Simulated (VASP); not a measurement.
Wanted: the native input for a VASP 6.6.1 run.

* Task: single point
* Functional: PBEsol
* Potentials or basis: VASP PAW PBE potentials, release 64 (Fe_sv, O_h)
* Cutoff: 1340 eV
* k mesh: 8 × 8 × 8
* Occupations: gaussian, width 0.05 eV
* Spin: collinear spin, ferromagnetic start
* Starting moments: [3.9, 0.25] μB
* Hubbard terms: Fe d U = 5.0 eV
* Dipole correction: no
* Further INCAR settings: ALGO = Normal; EDIFF = 1e-06; NBANDS = 22

The structure of FeO lies in POSCAR:

```
FeO
1.0
    0.0000000000      2.1554001600      2.1554001600
    2.1554001600      0.0000000000      2.1554001600
    2.1554001600      2.1554001600      0.0000000000
Fe O
1 1
Direct
    0.0000000000      0.0000000000      0.0000000000
    0.5000000000      0.5000000000      0.5000000000
```

One way to write it, as run:

INCAR

```
SYSTEM = FeO
ALGO = Normal ; EDIFF = 1E-6
ENCUT = 1340 ; GGA = PS
GGA_COMPAT = .FALSE. ; ISIF = 2
ISMEAR = 0 ; ISPIN = 2
LASPH = .TRUE. ; LCHARG = .FALSE.
LDAU = .TRUE. ; LDAUJ = 0 0
LDAUL = 2 -1 ; LDAUPRINT = 1
LDAUTYPE = 2 ; LDAUU = 5 0
LMAXMIX = 4 ; LORBIT = 11
LREAL = .FALSE. ; LWAVE = .FALSE.
MAGMOM = 3.9 0.25 ; NBANDS = 22
NELM = 200 ; PREC = Accurate
SIGMA = 0.05
```

KPOINTS

```
k-points
0
G
  8 8 8
  0 0 0
```

Potentials or basis: VASP PAW PBE potentials, release 64 (Fe_sv, O_h).

Run with:

```sh
$ cat potpaw_PBE.64/Fe_sv/POTCAR potpaw_PBE.64/O_h/POTCAR > POTCAR
$ mpirun -np 1 vasp_std > vasp.out
```

It gave:

```
Pressure                                              : -7.3 GPa
Band gap on the k mesh                                : zero (filled and empty bands overlap)
Net moment                                            : 4.00 μB per cell
Site moments                                          : Fe +3.69; O +0.17 μB
Valence electrons inside the program's atomic spheres : Fe 13.60; O 3.33
```

Caveat: the cell stands under tension; the PAW data sets were made with another functional, which shifts forces and pressure a little; a cell with one magnetic atom can't hold antiferromagnetic order, which such compounds often take.

Wall time 94 s on 1 thread of Intel(R) Xeon(R) Platinum 8259CL CPU @ 2.50GHz (Skylake/Cascade Lake), with other jobs on the host, peak memory 0.28 GiB.
